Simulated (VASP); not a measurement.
Input of a VASP 6.6.1 run:

File INCAR:

```
ALGO = Normal ; EDIFF = 1E-6
ENCUT = 520 ; GGA = PE
ISIF = 2 ; ISMEAR = -1
LASPH = True ; LCHARG = False
LREAL = False ; LWAVE = False
NBANDS = 16 ; NELM = 60
PREC = Accurate ; SIGMA = 0.1
```

Contents of KPOINTS:

```
k-points
0
Gamma
  11 11 11
```

Contents of POSCAR:

```
AlRu
1.0
    3.0327030000      0.0000000000      0.0000000000
    0.0000000000      3.0327030000      0.0000000000
    0.0000000000      0.0000000000      3.0327030000
Ru Al
1 1
Direct
    0.5000000000      0.5000000000      0.5000000000
    0.0000000000      0.0000000000      0.0000000000
```

Potentials or basis: VASP PAW PBE potentials, release 64 (Ru_pv, Al).

The run is started by

```bash
$ cat potpaw_PBE.64/Ru_pv/POTCAR potpaw_PBE.64/Al/POTCAR > POTCAR
$ mpirun -np 1 vasp_std > vasp.out
```

Question: Estimate the pressure.

Answer: -5.3 GPa.
